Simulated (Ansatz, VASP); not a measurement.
**One calculation of GaN, two programs**

The input POSCAR:

```
GaN
1.0
    3.1322996656      0.0000000000      0.0000000000
   -1.5661498328      2.7126510826      0.0000000000
    0.0000000000      0.0000000000      5.2434900000
Ga N
2 2
Direct
    0.3333333333      0.6666666667      0.0000000000
    0.6666666667      0.3333333333      0.5000000000
    0.3333333333      0.6666666667      0.3750000000
    0.6666666667      0.3333333333      0.8750000000
```

The input INCAR.step1:

```
PREC     = Accurate       # precision mode
ENCUT    = 520            # plane-wave cutoff, eV
ISMEAR   = 0              # smearing method
SIGMA    = 0.05           # smearing width, eV
LREAL    = F              # projectors in reciprocal space
LASPH    = T              # aspherical terms in the spheres
NELM     = 100            # most SCF steps
NBANDS   = 26             # bands
GGA      = PE             # functional
ALGO     = Normal         # electronic algorithm
EDIFF    = 1E-4           # SCF threshold, eV
LWAVE    = T              # write WAVECAR
LCHARG   = F              # write CHGCAR
```

File INCAR.step2:

```
PREC     = Accurate       # precision mode
ENCUT    = 520            # plane-wave cutoff, eV
EDIFF    = 1E-6           # SCF threshold, eV
ISMEAR   = 0              # smearing method
SIGMA    = 0.05           # smearing width, eV
LREAL    = F              # projectors in reciprocal space
LASPH    = T              # aspherical terms in the spheres
NELM     = 100            # most SCF steps
ALGO     = Normal         # electronic algorithm
ISIF     = 2              # what is computed and relaxed
LWAVE    = F              # write WAVECAR
LCHARG   = F              # write CHGCAR
METAGGA  = R2SCAN         # meta-GGA
LMIXTAU  = T            
NBANDS   = 26             # bands
ISTART   = 1
```

KPOINTS

```
Automatic mesh
0
Gamma
  12 12 6
```

Input for Ansatz:

```yaml
crystal:
  lattice:
    - [3.1322996656, 0.0, 0.0]
    - [-1.5661498328, 2.7126510826, 0.0]
    - [0.0, 0.0, 5.24349]
  atoms:
    - { symbol: Ga, position: [0.3333333333, 0.6666666667, 0.0] }
    - { symbol: Ga, position: [0.6666666667, 0.3333333333, 0.5] }
    - { symbol: "N", position: [0.3333333333, 0.6666666667, 0.375] }
    - { symbol: "N", position: [0.6666666667, 0.3333333333, 0.875] }
basis:
  ecutwfc: 500
kpoints:
  mp_grid: { grid: [12, 12, 6] }
hamiltonian:
  xc: r2scan
scf:
  occupations: { method: gaussian, width: 0.05 }
output:
  forces: true
  stress: true
  eigenvalues: true
```

Change from the starting cell: strain -0.015 along x and y, +0.015 along z, atoms carried along.

Alike in both runs: task single point; functional r2SCAN; k mesh 12 × 12 × 6; occupations gaussian, width 0.05 eV; no spin polarisation.

```csv
,VASP,Ansatz
version,VASP 6.6.1,Ansatz 0.2.0
potentials or method,"VASP PAW PBE potentials, release 64 (Ga_d, N), cutoff 520 eV","scalar-relativistic, plane waves, PAW"
valence electrons in the cell,36,36
```

VASP gave:

* gap on the k mesh at the Fermi level (eV): 2.38
* least direct gap on the mesh (eV): 2.38
* pressure (GPa): 5.5
* traceless stress, the component that is largest in VASP (GPa): -7.10
* rms of the force components (eV/Å): 0.115

**Question.** Estimate Ansatz's values.

**Answer.** gap on the k mesh at the Fermi level (eV): 2.39; least direct gap on the mesh (eV): 2.39; pressure (GPa): 4.4; traceless stress, the component that is largest in VASP (GPa): -6.98; rms of the force components (eV/Å): 0.103.

VASP's potentials were made for PBE, not for r2SCAN. Atom by atom the forces differ by 0.012 eV/Å (rms over components).
